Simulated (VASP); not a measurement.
# NaF (Villiaumite) (I4/mmm) in VASP: a series of runs

The runs below take NaF (Villiaumite) through single point, with PBE, r2SCAN.

All numbers are computed with VASP 6.6.1; they aren't measurements. Logs are shortened: lines on timing, memory, paths and dates and some standing lists are left out, and cuts for length are marked.

### Step 1. The cell of the first run

The structure is tetragonal, space group I4/mmm (No. 139). Conventional cell: a = 3.249 Å, b = 3.249 Å, c = 4.337 Å, α = 90.00°, β = 90.00°, γ = 90.00°. Within 2.9 Å of Na (site symmetry 4/mmm) lie 6 F at 2.17 to 2.30 Å. Within 2.9 Å of F (site symmetry 4/mmm) lie 6 Na at 2.17 to 2.30 Å.

### Step 2. Single point, PBE (uniaxial x strain -5.6%)

Input file INCAR:

```
PREC     = Accurate       # precision mode
ENCUT    = 520            # plane-wave cutoff, eV
EDIFF    = 1E-6           # SCF threshold, eV
ISMEAR   = -1             # smearing method
SIGMA    = 0.02           # smearing width, eV
LREAL    = F              # projectors in reciprocal space
LASPH    = T              # aspherical terms in the spheres
NELM     = 80             # most SCF steps
ALGO     = Normal         # electronic algorithm
ISIF     = 2              # what is computed and relaxed
LWAVE    = F              # write WAVECAR
LCHARG   = F              # write CHGCAR
GGA      = PE             # functional
NBANDS   = 14             # bands
```

Input file KPOINTS:

```
regular mesh
0
Gamma
  10 10 10
```

Input file POSCAR:

```
NaF
1.0
    0.0000000000      2.2972417802      2.2972417802
    2.1685962405      0.0000000000      2.2972417802
    2.1685962405      2.2972417802      0.0000000000
Na F
1 1
Direct
    0.0000000000      0.0000000000      0.0000000000
    0.5000000000      0.5000000000      0.5000000000
```

Potentials or basis: VASP PAW PBE potentials, release 64 (Na_pv, F).

On the command line:

```
$ cat potpaw_PBE.64/Na_pv/POTCAR potpaw_PBE.64/F/POTCAR > POTCAR
$ mpirun -np 1 vasp_std > vasp.out
```

OUTCAR:

```text
PREC = Accurate
   ENCUT = 520
   EDIFF = 1E-6
   ISMEAR = -1
   LREAL = F
   LASPH = T
   NELM = 80
   ISIF = 2
   GGA = PE

 ion  position               nearest neighbor table
   1  0.000  0.000  0.000-   2 2.17   2 2.17   2 2.30   2 2.30   2 2.30   2 2.30
   2  0.500  0.500  0.500-   1 2.17   1 2.17   1 2.30   1 2.30   1 2.30   1 2.30

  LATTYP: Found a body centered tetragonal cell.
 ALAT       =     3.2487904816
 C/A-ratio  =     1.3350176029

  Lattice vectors:

 A1 = (  -2.1685962405,   0.0000000000,  -2.2972417802)
 A2 = (  -2.1685962405,   0.0000000000,   2.2972417802)
 A3 = (   2.1685962405,   2.2972417802,   0.0000000000)

Analysis of symmetry for initial positions (statically):
=====================================================================
 Subroutine PRICEL returns:
 Original cell was already a primitive cell.

 Routine SETGRP: Setting up the symmetry group for a
 body centered tetragonal supercell.

 Subroutine GETGRP returns: Found 16 space group operations
 (whereof 16 operations were pure point group operations)
 out of a pool of 16 trial point group operations.

The static configuration has the point symmetry D_4h.

Analysis of symmetry for dynamics (positions and initial velocities):
=====================================================================
 Subroutine PRICEL returns:
 Original cell was already a primitive cell.

 Routine SETGRP: Setting up the symmetry group for a
 body centered tetragonal supercell.

 Subroutine GETGRP returns: Found 16 space group operations
 (whereof 16 operations were pure point group operations)
 out of a pool of 16 trial point group operations.

The dynamic configuration has the point symmetry D_4h.

 Subroutine INISYM returns: Found 16 space group operations
 (whereof 16 operations are pure point group operations),
 and found     1 'primitive' translations

----------------------------------------------------------------------------------------

                                     Primitive cell

  volume of cell :      22.8888

  direct lattice vectors                    reciprocal lattice vectors
     0.000000000  2.297241780  2.297241780    -0.230563897  0.217652319  0.217652319
     2.168596240  0.000000000  2.297241780     0.230563897 -0.217652319  0.217652319
     2.168596240  2.297241780  0.000000000     0.230563897  0.217652319 -0.217652319

  length of vectors
     3.248790482  3.159134288  3.159134288     0.384583897  0.384583897  0.384583897

  position of ions in fractional coordinates (direct lattice)
[... 89 lines left out ...]
   PSTRESS=    0.0 pullay stress
   NELECT =      14.0000    total number of electrons
   NUPDOWN=      -1.0000    fix difference up-down
   EMIN   =  10.00;   EMAX   =-10.00  energy-range for DOS
   EFERMI =   0.00;   METHOD = LEGACY
   ISMEAR =    -1;   SIGMA  =   0.02  broadening in eV -4-tet -1-fermi 0-gaus
   EFERMI_NEDOS =   21; number of points for ismear=-14 and -15
   IALGO  =     38    algorithm
   IMIX   =      4    mixing-type and parameters
     AMIX     =   0.40;   BMIX     =  1.00
     AMIX_MAG =   1.60;   BMIX_MAG =  1.00
  volume/ion in A,a.u.               =      11.44        77.23
  Fermi-wavevector in a.u.,A,eV,Ry     =   1.389665  2.626086 26.275149  1.931169
  Thomas-Fermi vector in A             =   2.513674
   LORBIT       =      0    0 simple, 1 ext, 2 COOP (PROOUT), +10 PAW based schemes
   GGA     = PE    functional components
   LHFCALC =     F    Hartree Fock is set to
   AEXX    =    0.0000 exact exchange contribution
   IVDW    =     0    specifies the selected vdW correction
   LEPSILON=     F    determine dielectric tensor
   LRPA    =     F    only Hartree local field effects (RPA)
 non-spin polarized calculation
  energy-cutoff  :      520.00
  volume of cell :       22.89
 maximum number of plane-waves:       630
   NGX = 13   NGY = 11   NGZ = 11

 number of electron      14.0000018 magnetization

 Free energy of the ion-electron system (eV)
  ---------------------------------------------------
  ext. energy  EPLUGINS =         0.00000000
  ---------------------------------------------------
  free energy    TOTEN  =        -8.47843585 eV

  energy without entropy =       -8.47843585  energy(sigma->0) =       -8.47843585

 E-fermi :  -1.1807     XC(G=0):  -9.5552

 val. band max:       -1.6871929951   @ k =   0.0000   0.0000   0.0000
 cond. band min:       5.0667798908   @ k =   0.0000   0.0000   0.0000
 fundamental gap:      6.7539728858
 Fermi energy:        -1.1807115197

 k-point     1 :       0.0000    0.0000    0.0000
  band No.  band energies     occupation
      1     -21.0252      2.00000
      2     -20.3974      2.00000
      3     -20.3974      2.00000
      4     -20.3839      2.00000
      5      -1.7002      2.00000
      6      -1.7002      2.00000
      7      -1.6872      2.00000
      8       5.0668      0.00000
      9      17.7692      0.00000
     10      17.7692      0.00000
     11      18.1955      0.00000
     12      20.9562      0.00000
     13      22.3251      0.00000
     14      24.1264      0.00000
[... 377 lines left out ...]
      1     -21.1525      2.00000
      2     -20.4594      2.00000
      3     -20.4382      2.00000
      4     -20.1274      2.00000
      5      -3.0122      2.00000
      6      -2.1031      2.00000
      7      -2.0193      2.00000
      8       9.4464      0.00000
      9      12.6988      0.00000
     10      15.6733      0.00000
     11      18.9719      0.00000
     12      19.3257      0.00000
     13      24.8980      0.00000
     14      26.3154      0.00000

 [... further k-points ...]

------------------------ aborting loop because EDIFF is reached ----------------------------------------

  FORCE on cell =-STRESS in cart. coord.  units (eV):
  Direction    XX          YY          ZZ          XY          YZ          ZX
  --------------------------------------------------------------------------------------
  -------------------------------------------------------------------------------------
  Total        1.9858069      0.7472678      0.7472678      0.0000000      0.0000000     -0.0000000
  in kB      139.0034212     52.3075928     52.3075928      0.0000000      0.0000000     -0.0000000
  external PRESSURE =      81.2062023 kB  Pullay stress =       0.0000000 kB

 VOLUME and BASIS-vectors are now :
 -----------------------------------------------------------------------------
  energy-cutoff  :      520.00
  volume of cell :       22.89
      direct lattice vectors                 reciprocal lattice vectors
     0.000000000  2.297241780  2.297241780    -0.230563897  0.217652319  0.217652319
     2.168596240  0.000000000  2.297241780     0.230563897 -0.217652319  0.217652319
     2.168596240  2.297241780  0.000000000     0.230563897  0.217652319 -0.217652319

 POSITION                                       TOTAL-FORCE (eV/Angst)
 -----------------------------------------------------------------------------------
      0.00000      0.00000      0.00000         0.000000      0.000000     -0.000000
      2.16860      2.29724      2.29724         0.000000     -0.000000      0.000000
 -----------------------------------------------------------------------------------
    total drift:                                0.000000     -0.000000      0.000000

  FREE ENERGIE OF THE ION-ELECTRON SYSTEM (eV)
  ---------------------------------------------------
  free  energy   TOTEN  =        -8.4784358505 eV

  energy  without entropy=       -8.4784358505  energy(sigma->0) =       -8.47843585
```

OSZICAR:

```text
N       E                     dE             d eps       ncg     rms          rms(c)
DAV:   1     0.105347573749E+03    0.10535E+03   -0.78703E+03  2888   0.125E+03
DAV:   2    -0.430983067098E+01   -0.10966E+03   -0.10283E+03  3144   0.340E+02
DAV:   3    -0.933728755347E+01   -0.50275E+01   -0.50175E+01  3540   0.666E+01
DAV:   4    -0.937555022190E+01   -0.38263E-01   -0.38261E-01  3246   0.617E+00
DAV:   5    -0.937591857898E+01   -0.36836E-03   -0.36836E-03  3582   0.609E-01    0.547E+00
DAV:   6    -0.848526526897E+01    0.89065E+00   -0.29569E+00  3552   0.156E+01    0.175E+00
DAV:   7    -0.847671424857E+01    0.85510E-02   -0.30203E-02  3036   0.207E+00    0.105E+00
DAV:   8    -0.847799295998E+01   -0.12787E-02   -0.25562E-02  3036   0.297E+00    0.139E-01
DAV:   9    -0.847844621960E+01   -0.45326E-03   -0.33453E-03  4030   0.564E-01    0.904E-02
DAV:  10    -0.847842996984E+01    0.16250E-04   -0.51548E-04  3072   0.285E-01    0.139E-02
DAV:  11    -0.847843597584E+01   -0.60060E-05   -0.16383E-05  3468   0.431E-02    0.228E-03
DAV:  12    -0.847843585053E+01    0.12531E-06   -0.95058E-07  3120   0.107E-02
   1 F= -.84784359E+01 E0= -.84784359E+01  d E =-.650487E-13
```

It used 13 s of CPU time on 1 thread of Intel Xeon 6975P-C, with other jobs on the host.

Results:

```
Free energy            : -8.4784 eV
Pressure               : 8.1 GPa
Band gap on the k mesh : 6.75 eV, direct
```

Levels at points of the mesh, in eV from the valence-band top:
```tsv
k point	band 5	band 6	band 7	band 8	band 9	band 10
(0.00, 0.00, 0.00)	-0.01	-0.01	0.00	6.75	19.46	19.46
(0.50, 0.00, 0.00)	-1.79	-0.34	-0.29	11.30	13.18	20.47
(0.50, 0.50, 0.00)	-1.45	-0.45	-0.38	13.59	13.80	14.38
(0.00, 0.50, 0.50)	-1.32	-0.53	-0.53	13.19	14.41	14.61
```

Caveat: the cell differs from its parent crystal (uniaxial x strain -5.6%). A k mesh can miss the band edges.

### Step 3. Single point, r2SCAN (uniaxial x strain -5.6%)

POSCAR is that of step 2.

Input file INCAR.step1:

```
SYSTEM = NaF
ALGO     = Normal         ! electronic algorithm
EDIFF    = 1E-4           ! SCF threshold, eV
ENCUT    = 520            ! plane-wave cutoff, eV
GGA      = PE             ! functional
ISMEAR   = 0              ! smearing method
LASPH    = .True.         ! aspherical terms in the spheres
LCHARG   = .False.        ! write CHGCAR
LREAL    = .False.        ! projectors in reciprocal space
LWAVE    = .True.         ! write WAVECAR
NBANDS   = 14             ! bands
NELM     = 60             ! most SCF steps
PREC     = Accurate       ! precision mode
SIGMA    = 0.01           ! smearing width, eV
```

Input file INCAR.step2:

```
SYSTEM = NaF
ALGO     = Normal         ! electronic algorithm
EDIFF    = 1E-6           ! SCF threshold, eV
ENCUT    = 520            ! plane-wave cutoff, eV
ISIF     = 2              ! what is computed and relaxed
ISMEAR   = 0              ! smearing method
ISTART   = 1            
LASPH    = .True.         ! aspherical terms in the spheres
LCHARG   = .False.        ! write CHGCAR
LMIXTAU  = .True.       
LREAL    = .False.        ! projectors in reciprocal space
LWAVE    = .False.        ! write WAVECAR
METAGGA  = R2SCAN         ! meta-GGA
NBANDS   = 14             ! bands
NELM     = 60             ! most SCF steps
PREC     = Accurate       ! precision mode
SIGMA    = 0.01           ! smearing width, eV
```

Input file KPOINTS:

```
k-points
0
Gamma
  10 10 10
  0 0 0
```

Potentials or basis: VASP PAW PBE potentials, release 64 (Na_pv, F).

On the command line:

```
$ cat potpaw_PBE.64/Na_pv/POTCAR potpaw_PBE.64/F/POTCAR > POTCAR
$ cp INCAR.step1 INCAR
$ mpirun -np 1 vasp_std > vasp.out
$ cp INCAR.step2 INCAR
$ mpirun -np 1 vasp_std > vasp.out
```

It used 47 s of CPU time on 1 thread of Intel Xeon 6975P-C, on a shared host.

The run converged. Its results:

```yaml
Free_energy: -12.5713 eV
Pressure: 3.6 GPa
Band_gap_on_the_k_mesh: 7.64 eV, direct
```

Stress tensor (GPa, compression positive):
```
9.39 0.00 0.00
0.00 0.65 0.00
0.00 0.00 0.65
```

Levels at points of the mesh, in eV from the valence-band top:
```
           k point  band 4  band 5  band 6  band 7  band 8  band 9  band 10  band 11
(0.00, 0.00, 0.00)  -19.24   -0.02   -0.02    0.00    7.64   20.27    20.27    20.69
(0.50, 0.00, 0.00)  -18.67   -1.75   -0.35   -0.30   12.16   14.13    21.79    22.98
(0.50, 0.50, 0.00)  -19.30   -1.45   -0.44   -0.38   14.43   14.52    15.64    22.18
(0.00, 0.50, 0.50)  -19.33   -1.31   -0.53   -0.53   13.80   15.35    15.85    21.80
```

Caveat: the cell differs from its parent crystal (uniaxial x strain -5.6%); the PAW data sets were made with another functional, which shifts forces and pressure a little.
